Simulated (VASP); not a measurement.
Runs of VASP 6.6.1 on P. The structure is that of space group P6_3/mmc (No. 194), or close to it. The cells are those of the table. 

```tsv
task	cell	gap on the mesh (eV)	pressure (GPa)
single point	a = 2.702, b = 2.702, c = 4.343 Å, angles 90.0, 90.0, 120.0°, 2 atoms	none	-0.1
relaxation of cell and atoms	relaxed from a = 2.750, b = 2.750, c = 4.491 Å, angles 90.0, 90.0, 120.0°, 2 atoms	none	0.0
relaxation of cell and atoms	relaxed from a = 2.702, b = 2.702, c = 4.343 Å, angles 90.0, 90.0, 120.0°, 2 atoms	none	-0.1
single point	a = 2.693, b = 2.693, c = 4.329 Å, angles 90.0, 90.0, 120.0°, 2 atoms	none	1.0
single point	a = 2.711, b = 2.711, c = 4.358 Å, angles 90.0, 90.0, 120.0°, 2 atoms	none	(a)
```

Alike in all rows: level LDA; potentials or basis VASP PAW LDA potentials, release 64 (P); no spin polarisation; k mesh 9 × 9 × 5; cutoff (eV) 500; smearing gaussian 0.02 eV.

Estimate the missing entries.

(a) -1.2.

Caveats: the relaxation stopped at its first step, so nothing moved (some runs).

A gap of «none» marks levels without a gap at the run's occupations.
